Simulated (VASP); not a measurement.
Write the native input for VASP 6.6.1 that does the following.

- Task: single point
- Functional: PBE
- Potentials or basis: VASP PAW PBE potentials, release 64 (Sr_sv)
- Cutoff: 520 eV
- k mesh: 8 × 8 × 8
- Occupations: fermi-dirac, width 0.1 eV
- Spin: no spin polarisation
- Dipole correction: no
- Further INCAR settings: ALGO = Normal; EDIFF = 1e-06; NBANDS = 11

The structure of Sr lies in POSCAR:

```
Sr
1.0
    3.8729437478      0.0000000000      0.0000000000
    0.0000000000      3.8729437478      0.0000000000
    0.0000000000      0.0000000000      3.8729437478
Sr
1
Direct
    0.0000000000      0.0000000000      0.0000000000
```

One way to write it, as run:

INCAR

```
SYSTEM = Sr
ALGO = Normal
EDIFF = 1E-6
ENCUT = 520
GGA = PE
ISIF = 2
ISMEAR = -1
LASPH = .TRUE.
LCHARG = .FALSE.
LREAL = .FALSE.
LWAVE = .FALSE.
NBANDS = 11
NELM = 100
PREC = Accurate
SIGMA = 0.1
```

KPOINTS

```
k-points
0
G
  8 8 8
  0 0 0
```

Potentials or basis: VASP PAW PBE potentials, release 64 (Sr_sv).

Launch:

```console
$ cat potpaw_PBE.64/Sr_sv/POTCAR > POTCAR
$ mpirun -np 1 vasp_std > vasp.out
```

It gave:

- Pressure: 0.0 GPa
- Band gap on the k mesh: zero (band 5 reaches 1.82 eV, above the bottom of band 6 at 0.97 eV)

It took 21 s on 1 thread of AMD EPYC 7R13 Processor (Zen 3) (shared host), peak memory 0.14 GiB.
